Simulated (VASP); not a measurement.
# NaCaI3 (Pm-3m) in VASP: further runs

NaCaI3 is run at these levels: r2SCAN; tasks: single point.

Program: VASP 6.6.1. These are calculated values, not measurements. Logs are shortened: lines on timing, memory, paths and dates and some standing lists are left out, and cuts for length are marked.

## (1) The cell of the first run

The structure is cubic, space group Pm-3m (No. 221). Conventional cell: a = 6.064 Å, b = 6.064 Å, c = 6.064 Å, α = 90.00°, β = 90.00°, γ = 90.00°. Na (site symmetry m-3m) has 12 I at 4.29 Å and 8 Ca at 5.25 Å within 5.6 Å. Ca (site symmetry m-3m) has 6 I at 3.03 Å within 4.0 Å. I (site symmetry 4/mmm) has 2 Ca at 3.03 Å within 4.0 Å.

## (2) Single point, r2SCAN (44.60 Å³/atom)

Input file POSCAR:

```
NaCaI3
1.0
    6.0640157545      0.0000000000      0.0000000000
    0.0000000000      6.0640157545      0.0000000000
    0.0000000000      0.0000000000      6.0640157545
Na Ca I
1 1 3
Direct
    0.0000000000      0.0000000000      0.0000000000
    0.5000000000      0.5000000000      0.5000000000
    0.5000000000      0.5000000000      0.0000000000
    0.5000000000      0.0000000000      0.5000000000
    0.0000000000      0.5000000000      0.5000000000
```

Input file INCAR.step1:

```
SYSTEM = NaCaI3
PREC = Accurate
ENCUT = 520
ISMEAR = 0
SIGMA = 0.01
LREAL = .False.
LASPH = .True.
NELM = 60
NBANDS = 27
GGA = PE
ALGO = Normal
EDIFF = 1E-4
LWAVE = .True.
LCHARG = .False.
```

Input file INCAR.step2:

```
SYSTEM = NaCaI3
PREC = Accurate
ENCUT = 520
EDIFF = 1E-7
ISMEAR = 0
SIGMA = 0.01
LREAL = .False.
LASPH = .True.
NELM = 60
ALGO = Normal
ISIF = 2
LWAVE = .False.
LCHARG = .False.
METAGGA = R2SCAN
LMIXTAU = .True.
NBANDS = 27
ISTART = 1
```

Input file KPOINTS:

```
regular mesh
0
Gamma
  4 4 4
  0 0 0
```

Potentials or basis: VASP PAW PBE potentials, release 64 (Na_pv, Ca_sv, I).

On the command line:

```bash
$ cat potpaw_PBE.64/Na_pv/POTCAR potpaw_PBE.64/Ca_sv/POTCAR potpaw_PBE.64/I/POTCAR > POTCAR
$ cp INCAR.step1 INCAR
$ mpirun -np 1 vasp_std > vasp.out
$ cp INCAR.step2 INCAR
$ mpirun -np 1 vasp_std > vasp.out
```

OUTCAR:

```text
SYSTEM = NaCaI3
   PREC = Accurate
   ENCUT = 520
   EDIFF = 1E-7
   ISMEAR = 0
   LREAL = .False.
   LASPH = .True.
   NELM = 60
   ISIF = 2
   METAGGA = R2SCAN
   ISTART = 1

 ion  position               nearest neighbor table
   1  0.000  0.000  0.000-
   2  0.500  0.500  0.500-   3 3.03   4 3.03   5 3.03   3 3.03   4 3.03   5 3.03
   3  0.500  0.500  0.000-   2 3.03   2 3.03
   4  0.500  0.000  0.500-   2 3.03   2 3.03
   5  0.000  0.500  0.500-   2 3.03   2 3.03

  LATTYP: Found a simple cubic cell.
 ALAT       =     6.0640157545

  Lattice vectors:

 A1 = (   6.0640157545,   0.0000000000,   0.0000000000)
 A2 = (   0.0000000000,   6.0640157545,   0.0000000000)
 A3 = (   0.0000000000,   0.0000000000,   6.0640157545)

Analysis of symmetry for initial positions (statically):
=====================================================================
 Subroutine PRICEL returns:
 Original cell was already a primitive cell.

 Routine SETGRP: Setting up the symmetry group for a
 simple cubic supercell.

 Subroutine GETGRP returns: Found 48 space group operations
 (whereof 48 operations were pure point group operations)
 out of a pool of 48 trial point group operations.

The static configuration has the point symmetry O_h .

Analysis of symmetry for dynamics (positions and initial velocities):
=====================================================================
 Subroutine PRICEL returns:
 Original cell was already a primitive cell.

 Routine SETGRP: Setting up the symmetry group for a
 simple cubic supercell.

 Subroutine GETGRP returns: Found 48 space group operations
 (whereof 48 operations were pure point group operations)
 out of a pool of 48 trial point group operations.

The dynamic configuration has the point symmetry O_h .

 Subroutine INISYM returns: Found 48 space group operations
 (whereof 48 operations are pure point group operations),
 and found     1 'primitive' translations

----------------------------------------------------------------------------------------

                                     Primitive cell

  volume of cell :     222.9877

  direct lattice vectors                    reciprocal lattice vectors
     6.064015754  0.000000000  0.000000000     0.164907223  0.000000000  0.000000000
     0.000000000  6.064015754  0.000000000     0.000000000  0.164907223  0.000000000
     0.000000000  0.000000000  6.064015754     0.000000000  0.000000000  0.164907223

  length of vectors
     6.064015754  6.064015754  6.064015754     0.164907223  0.164907223  0.164907223

  position of ions in fractional coordinates (direct lattice)
     0.000000000  0.000000000  0.000000000
     0.500000000  0.500000000  0.500000000
     0.500000000  0.500000000  0.000000000
     0.500000000  0.000000000  0.500000000
     0.000000000  0.500000000  0.500000000

  ion indices of the primitive-cell ions
   primitive index   ion index
                 1           1
                 2           2
                 3           3
                 4           4
                 5           5

----------------------------------------------------------------------------------------

 KPOINTS: regular mesh

Automatic generation of k-mesh.
 Grid dimensions read from file:
 generate k-points for:    4    4    4

 Generating k-lattice:

  Cartesian coordinates                     Fractional coordinates (reciprocal lattice)
     0.041226806  0.000000000  0.000000000     0.250000000  0.000000000  0.000000000
     0.000000000  0.041226806  0.000000000     0.000000000  0.250000000  0.000000000
     0.000000000  0.000000000  0.041226806     0.000000000  0.000000000  0.250000000

  Length of vectors
     0.041226806  0.041226806  0.041226806

  Shift w.r.t. Gamma in fractional coordinates (k-lattice)
     0.000000000  0.000000000  0.000000000

 Subroutine IBZKPT returns following result:
 ===========================================

 Found     10 irreducible k-points:

 Following reciprocal coordinates:
            Coordinates               Weight
  0.000000  0.000000  0.000000      1.000000
  0.250000  0.000000  0.000000      6.000000
  0.500000  0.000000  0.000000      3.000000
  0.250000  0.250000  0.000000     12.000000
  0.500000  0.250000  0.000000     12.000000
  0.500000  0.500000  0.000000      3.000000
  0.250000  0.250000  0.250000      8.000000
  0.500000  0.250000  0.250000     12.000000
  0.500000  0.500000  0.250000      6.000000
  0.500000  0.500000  0.500000      1.000000
   k-points           NKPTS =     10   k-points in BZ     NKDIM =     10   number of bands    NBANDS=     27
   number of dos      NEDOS =    301   number of ions     NIONS =      5
   total plane-waves  NPLWV = 110592
   dimension x,y,z NGX =    48 NGY =   48 NGZ =   48
   dimension x,y,z NGXF=    96 NGYF=   96 NGZF=   96
   ions per type =               1   1   3
   NGX,Y,Z   is equivalent  to a cutoff of  13.16, 13.16, 13.16 a.u.
   NGXF,Y,Z  is equivalent  to a cutoff of  26.32, 26.32, 26.32 a.u.
 SYSTEM =  NaCaI3
   PREC   = accura    normal or accurate (medium, high low for compatibility)
   ISTART =      1    job   : 0-new  1-cont  2-samecut
   ICHARG =      0    charge: 1-file 2-atom 10-const
   ISPIN  =      1    spin polarized calculation?
   LNONCOLLINEAR =      F non collinear calculations
   LSORBIT =      F    spin-orbit coupling
   LASPH  =      T    aspherical Exc in radial PAW
   ENCUT  =  520.0 eV  38.22 Ry    6.18 a.u.  11.28 11.28 11.28*2*pi/ulx,y,z
   NELM   =     60;   NELMIN=  2; NELMDL=  0     # of ELM steps
   EDIFF  = 0.1E-06   stopping-criterion for ELM
   LREAL  =      F    real-space projection
   EDIFFG = 0.1E-05   stopping-criterion for IOM
   NSW    =      0    number of steps for IOM
   IBRION =     -1    ionic relax: 0-MD 1-quasi-New 2-CG
   NFREE  =      0    steps in history (QN), initial steepest desc. (CG)
   ISIF   =      2    stress and relaxation
   ISYM   =      2    0-nonsym 1-usesym 2-fastsym
   POTIM  = 0.5000    time-step for ionic-motion
   TEBEG  =    0.0;   TEEND  =   0.0 temperature during run
   PSTRESS=    0.0 pullay stress
   NELECT =      38.0000    total number of electrons
   NUPDOWN=      -1.0000    fix difference up-down
   EMIN   =  10.00;   EMAX   =-10.00  energy-range for DOS
   EFERMI =   0.00;   METHOD = LEGACY
   ISMEAR =     0;   SIGMA  =   0.01  broadening in eV -4-tet -1-fermi 0-gaus
   EFERMI_NEDOS =   21; number of points for ismear=-14 and -15
   IALGO  =     38    algorithm
   IMIX   =      4    mixing-type and parameters
     AMIX     =   0.40;   BMIX     =  1.00
     AMIX_MAG =   1.60;   BMIX_MAG =  1.00
  volume/ion in A,a.u.               =      44.60       300.96
  Fermi-wavevector in a.u.,A,eV,Ry     =   0.907630  1.715173 11.208384  0.823793
  Thomas-Fermi vector in A             =   2.031461
   LORBIT       =      0    0 simple, 1 ext, 2 COOP (PROOUT), +10 PAW based schemes
   METAGGA = R2SCAN    functional components
   LHFCALC =     F    Hartree Fock is set to
   AEXX    =    0.0000 exact exchange contribution
   IVDW    =     0    specifies the selected vdW correction
   LEPSILON=     F    determine dielectric tensor
   LRPA    =     F    only Hartree local field effects (RPA)
 non-spin polarized calculation
 Gauss-broadening in eV      SIGMA  =   0.01
  energy-cutoff  :      520.00
  volume of cell :      222.99
 maximum number of plane-waves:      6031
 NGX is ok and might be reduce to    48
   NGX = 23   NGY = 23   NGZ = 23

 number of electron      37.9999984 magnetization

 Free energy of the ion-electron system (eV)
  ---------------------------------------------------
  ext. energy  EPLUGINS =         0.00000000
  ---------------------------------------------------
  free energy    TOTEN  =       -91.71455028 eV

  energy without entropy =      -91.71455028  energy(sigma->0) =      -91.71455028

 E-fermi :   0.4316     XC(G=0):  -7.3551

 val. band max:        0.3867255435   @ k =   0.5000   0.5000   0.5000
 cond. band min:       3.4433511492   @ k =   0.0000   0.0000   0.0000
 fundamental gap:      3.0566256057
 Fermi energy:         0.4315663229

 k-point     1 :       0.0000    0.0000    0.0000
  band No.  band energies     occupation
      1     -40.9941      2.00000
      2     -25.0268      2.00000
      3     -25.0268      2.00000
      4     -25.0268      2.00000
      5     -21.1530      2.00000
      6     -21.1530      2.00000
[... 19 lines left out ...]
     26       5.8934      0.00000
     27       6.5991      0.00000

 k-point     2 :       0.2500    0.0000    0.0000
  band No.  band energies     occupation
      1     -40.9941      2.00000
      2     -25.0268      2.00000
      3     -25.0268      2.00000
      4     -25.0268      2.00000
      5     -21.1557      2.00000
      6     -21.1529      2.00000
[... 19 lines left out ...]
     26       6.2657      0.00000
     27       7.0282      0.00000

 k-point     3 :       0.5000    0.0000    0.0000
  band No.  band energies     occupation
      1     -40.9941      2.00000
      2     -25.0268      2.00000
      3     -25.0268      2.00000
      4     -25.0268      2.00000
      5     -21.1584      2.00000
      6     -21.1527      2.00000
[... 19 lines left out ...]
     26       5.9059      0.00000
     27       7.3336      0.00000

 k-point     4 :       0.2500    0.2500    0.0000
  band No.  band energies     occupation
      1     -40.9941      2.00000
      2     -25.0268      2.00000
      3     -25.0268      2.00000
      4     -25.0268      2.00000
      5     -21.1556      2.00000
      6     -21.1556      2.00000
[... 19 lines left out ...]
     26       6.5738      0.00000
     27       6.8380      0.00000

 k-point     5 :       0.5000    0.2500    0.0000
  band No.  band energies     occupation
      1     -40.9941      2.00000
      2     -25.0268      2.00000
      3     -25.0268      2.00000
      4     -25.0268      2.00000
      5     -21.1583      2.00000
      6     -21.1555      2.00000
[... 19 lines left out ...]
     26       6.6460      0.00000
     27       6.7210      0.00000

 k-point     6 :       0.5000    0.5000    0.0000
  band No.  band energies     occupation
      1     -40.9941      2.00000
      2     -25.0268      2.00000
      3     -25.0268      2.00000
      4     -25.0268      2.00000
      5     -21.1582      2.00000
      6     -21.1582      2.00000
[... 19 lines left out ...]
     26       6.7096      0.00000
     27       6.7096      0.00000

 k-point     7 :       0.2500    0.2500    0.2500
  band No.  band energies     occupation
      1     -40.9941      2.00000
      2     -25.0268      2.00000
      3     -25.0268      2.00000
      4     -25.0268      2.00000
      5     -21.1555      2.00000
      6     -21.1555      2.00000
[... 19 lines left out ...]
     26       6.6326      0.00000
     27       7.2486      0.00000

 k-point     8 :       0.5000    0.2500    0.2500
  band No.  band energies     occupation
      1     -40.9941      2.00000
      2     -25.0268      2.00000
      3     -25.0268      2.00000
      4     -25.0268      2.00000
      5     -21.1582      2.00000
      6     -21.1554      2.00000
[... 19 lines left out ...]
     26       6.7881      0.00000
     27       6.8570      0.00000

 k-point     9 :       0.5000    0.5000    0.2500
  band No.  band energies     occupation
      1     -40.9942      2.00000
      2     -25.0268      2.00000
      3     -25.0268      2.00000
      4     -25.0268      2.00000
      5     -21.1581      2.00000
      6     -21.1581      2.00000
[... 19 lines left out ...]
     26       7.1072      0.00000
     27       7.3475      0.00000

 k-point    10 :       0.5000    0.5000    0.5000
  band No.  band energies     occupation
      1     -40.9942      2.00000
      2     -25.0268      2.00000
      3     -25.0268      2.00000
      4     -25.0268      2.00000
      5     -21.1580      2.00000
      6     -21.1580      2.00000
[... 19 lines left out ...]
     26       6.7036      0.00000
     27       8.1564      0.00000

------------------------ aborting loop because EDIFF is reached ----------------------------------------

  FORCE on cell =-STRESS in cart. coord.  units (eV):
  Direction    XX          YY          ZZ          XY          YZ          ZX
  --------------------------------------------------------------------------------------
  -------------------------------------------------------------------------------------
  Total        0.8107730      0.8107730      0.8107730      0.0000000     -0.0000000      0.0000000
  in kB        5.8254420      5.8254420      5.8254420      0.0000000     -0.0000000      0.0000000
  external PRESSURE =       5.8254420 kB  Pullay stress =       0.0000000 kB

 VOLUME and BASIS-vectors are now :
 -----------------------------------------------------------------------------
  energy-cutoff  :      520.00
  volume of cell :      222.99
      direct lattice vectors                 reciprocal lattice vectors
     6.064015754  0.000000000  0.000000000     0.164907223  0.000000000  0.000000000
     0.000000000  6.064015754  0.000000000     0.000000000  0.164907223  0.000000000
     0.000000000  0.000000000  6.064015754     0.000000000  0.000000000  0.164907223

 POSITION                                       TOTAL-FORCE (eV/Angst)
 -----------------------------------------------------------------------------------
      0.00000      0.00000      0.00000         0.000000      0.000000      0.000000
      3.03201      3.03201      3.03201         0.000000      0.000000      0.000000
      3.03201      3.03201      0.00000         0.000000      0.000000      0.000000
      3.03201      0.00000      3.03201         0.000000      0.000000      0.000000
      0.00000      3.03201      3.03201         0.000000      0.000000      0.000000
 -----------------------------------------------------------------------------------
    total drift:                                0.000000     -0.000000     -0.000000

  FREE ENERGIE OF THE ION-ELECTRON SYSTEM (eV)
  ---------------------------------------------------
  free  energy   TOTEN  =       -91.7145502757 eV

  energy  without entropy=      -91.7145502757  energy(sigma->0) =      -91.71455028
```

It took 2.1 min on 1 thread of Intel Xeon 6975P-C (Granite Rapids), shared host; peak memory 0.39 GiB.

What came out:

```yaml
Free_energy: -91.7146 eV
Pressure: 0.6 GPa
Band_gap_on_the_k_mesh: 3.06 eV (least direct gap 3.41 eV)
```

Caveat: the PAW data sets were made with another functional, which shifts forces and pressure a little; spin-orbit coupling is left out, which moves the levels of the heavy elements. A k mesh can miss the band edges.

[end of part 1 of 2]
